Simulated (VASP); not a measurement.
A run of VASP 6.6.1 is set up as follows.

The input INCAR:

```
SYSTEM = Sr
ALGO     = Normal         ! electronic algorithm
EDIFF    = 1E-6           ! SCF threshold, eV
ENCUT    = 520            ! plane-wave cutoff, eV
GGA      = PS             ! functional
ISIF     = 2              ! what is computed and relaxed
ISMEAR   = 0              ! smearing method
LASPH    = .TRUE.         ! aspherical terms in the spheres
LCHARG   = .TRUE.         ! write CHGCAR
LELF     = .TRUE.         ! ELF
LREAL    = .FALSE.        ! projectors in reciprocal space
LVHAR    = .TRUE.       
LWAVE    = .FALSE.        ! write WAVECAR
NBANDS   = 11             ! bands
NELM     = 100            ! most SCF steps
PREC     = Accurate       ! precision mode
SIGMA    = 0.03           ! smearing width, eV
```

The input KPOINTS:

```
k-points
0
G
  10 10 10
  0 0 0
```

The input POSCAR:

```
Sr
1.0
    0.0000000000      2.9662912500      3.1184087500
    2.9662912500      0.0000000000      3.1184087500
    2.9662912500      2.9662912500      0.0000000000
Sr
1
Direct
    0.0000000000      0.0000000000      0.0000000000
```

Potentials or basis: VASP PAW PBE potentials, release 64 (Sr_sv).

Command:

```bash
$ cat potpaw_PBE.64/Sr_sv/POTCAR > POTCAR
$ mpirun -np 1 vasp_std > vasp.out
```

Q: Predict the band gap on the k mesh.

A: Zero (bands 5 and 6 overlap by 0.03 eV).

Q: Estimate the pressure.

A: -0.7 GPa.

Stress tensor (GPa, compression positive):
```
-0.59  0.00  0.00
 0.00 -0.59  0.00
 0.00  0.00 -0.83
```

Caveat: the cell differs from its parent crystal (strain -0.025 along x and y, +0.025 along z); the PAW data sets were made with another functional, which shifts forces and pressure a little.
